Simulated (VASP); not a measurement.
TaN, 2 atoms in the cell. Symmetry: Fm-3m, No. 225, cubic system. The conventional cell has a = 4.531 Å, b = 4.531 Å, c = 4.531 Å, α = 90.00°, β = 90.00°, γ = 90.00°. Within 3.0 Å of Ta (site symmetry m-3m) lie 6 N at 2.27 Å. N (site symmetry m-3m) has 6 Ta at 2.27 Å within 3.0 Å. 

* Program: VASP 6.6.1
* Task: single point
* Functional: PBE
* Potentials or basis: VASP PAW PBE potentials, release 64 (Ta_pv, N)
* Cutoff: 520 eV
* k mesh: 20 × 20 × 20
* Occupations: gaussian, width 0.15 eV
* Spin: no spin polarisation
* Dipole correction: no
* Further INCAR settings: ALGO = Normal; EDIFF = 1e-06; NBANDS = 15

Potentials or basis: VASP PAW PBE potentials, release 64 (Ta_pv, N).

Launch:

```console
$ cat potpaw_PBE.64/Ta_pv/POTCAR potpaw_PBE.64/N/POTCAR > POTCAR
$ mpirun -np 1 vasp_std > vasp.out
```

Hardware: 1 thread of Intel(R) Xeon(R) Platinum 8259CL CPU @ 2.50GHz (Skylake/Cascade Lake), with other jobs on the host.

Question: Estimate the wall time of this run.

Answer: Run time: 45 s on 1 thread of Intel(R) Xeon(R) Platinum 8259CL CPU @ 2.50GHz (Skylake/Cascade Lake), with other jobs on the host, peak memory 0.21 GiB. Counts: scf iterations 12, k points 256.
